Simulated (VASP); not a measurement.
Wanted: the native input for a VASP 6.6.1 run.

* Task: single point
* Functional: PBE
* Potentials or basis: VASP PAW PBE potentials, release 64 (Al, H)
* Cutoff: 520 eV
* k mesh: 5 × 5 × 1
* Occupations: gaussian, width 0.1 eV
* Spin: no spin polarisation
* Dipole correction: yes
* Further INCAR settings: ALGO = Normal; EDIFF = 1e-07; NBANDS = 32

The structure of Al6H lies in POSCAR:

```
Al6H
1.0
    5.7135165837      0.0000000000      0.0000000000
    0.0000000000      5.7135165837      0.0000000000
    0.0000000000      0.0000000000     22.1746954375
Al H
12 2
Direct
    0.2500000000      0.2500000000      0.1803857921
    0.2500000000      0.7500000000      0.1803857921
    0.7500000000      0.2500000000      0.1803857921
    0.7500000000      0.7500000000      0.1803857921
    0.0000000000      0.0000000000      0.2744050924
    0.0000000000      0.5000000000      0.2744050924
    0.5000000000      0.0000000000      0.2744050924
    0.5000000000      0.5000000000      0.2744050924
    0.2500000000      0.2500000000      0.3686497278
    0.2500000000      0.7500000000      0.3686497278
    0.7500000000      0.2500000000      0.3686497278
    0.7500000000      0.7500000000      0.3686497278
    0.0000000000     -0.0804233248      0.4466665829
    0.0000000000      0.0804233248      0.4466665829
```

The input as run:

INCAR

```
SYSTEM = Al6H
PREC     = Accurate       ! precision mode
ENCUT    = 520            ! plane-wave cutoff, eV
EDIFF    = 1E-7           ! SCF threshold, eV
ISMEAR   = 0              ! smearing method
SIGMA    = 0.1            ! smearing width, eV
LREAL    = .False.        ! projectors in reciprocal space
LASPH    = .True.         ! aspherical terms in the spheres
NELM     = 80             ! most SCF steps
ALGO     = Normal         ! electronic algorithm
ISIF     = 2              ! what is computed and relaxed
LWAVE    = .False.        ! write WAVECAR
LCHARG   = .False.        ! write CHGCAR
LDIPOL   = .True.       
IDIPOL   = 3            
DIPOL    = 0.5 0.5 0.299
GGA      = PE             ! functional
NBANDS   = 32             ! bands
```

KPOINTS

```
regular mesh
0
Gamma
  5 5 1
  0 0 0
```

Potentials or basis: VASP PAW PBE potentials, release 64 (Al, H).

Command:

```console
$ cat potpaw_PBE.64/Al/POTCAR potpaw_PBE.64/H/POTCAR > POTCAR
$ mpirun -np 1 vasp_std > vasp.out
```

It gave:

```yaml
Largest_force: 2.084 eV/Å
Band_gap_on_the_k_mesh: zero (bands 19 and 20 overlap by 0.70 eV)
```

Wall time 15 min on 1 thread of Intel Xeon 8259CL, with other jobs on the host, peak memory 0.68 GiB.
